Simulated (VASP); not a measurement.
Write the native input for VASP 6.6.1 that does the following.

```
Task                   : single point
Functional             : RPBE
Potentials or basis    : VASP PAW PBE potentials, release 64 (Ir)
Cutoff                 : 520 eV
k mesh                 : 11 × 11 × 11
Occupations            : fermi-dirac, width 0.1 eV
Spin                   : no spin polarisation
Dipole correction      : no
Further INCAR settings : ALGO = Normal; EDIFF = 1e-06; NBANDS = 16
```

The structure of Ir lies in POSCAR:

```
Ir
1.0
    0.0000000000      2.9075728391      2.9075728391
    2.9075728391      0.0000000000      2.9075728391
    2.9075728391      2.9075728391      0.0000000000
Ir
2
Direct
    0.1250000000      0.1250000000      0.1250000000
    0.8750000000      0.8750000000      0.8750000000
```

This cell differs from its parent crystal: volume scaled by 1.12.

One way to write it, as run:

INCAR

```
SYSTEM = Ir
PREC = Accurate
ENCUT = 520
EDIFF = 1E-6
ISMEAR = -1
SIGMA = 0.1
LREAL = .FALSE.
LASPH = .TRUE.
NELM = 80
ALGO = Normal
ISIF = 2
LWAVE = .FALSE.
LCHARG = .FALSE.
GGA = RP
NBANDS = 16
```

KPOINTS

```
regular mesh
0
G
  11 11 11
  0 0 0
```

Potentials or basis: VASP PAW PBE potentials, release 64 (Ir).

Command:

```bash
$ cat potpaw_PBE.64/Ir/POTCAR > POTCAR
$ mpirun -np 1 vasp_std > vasp.out
```

Results of the run:

The pressure is -14.6 GPa and the band gap on the k mesh is zero (band 9 reaches 4.58 eV, above the bottom of band 10 at 3.43 eV).

Caveat: the PAW data sets were made with another functional, which shifts forces and pressure a little; spin-orbit coupling is left out, which moves the levels of the heavy elements.

Run time: 16 s on 1 thread of Intel(R) Xeon(R) Platinum 8488C (Sapphire Rapids) (shared host), peak memory 0.19 GiB.
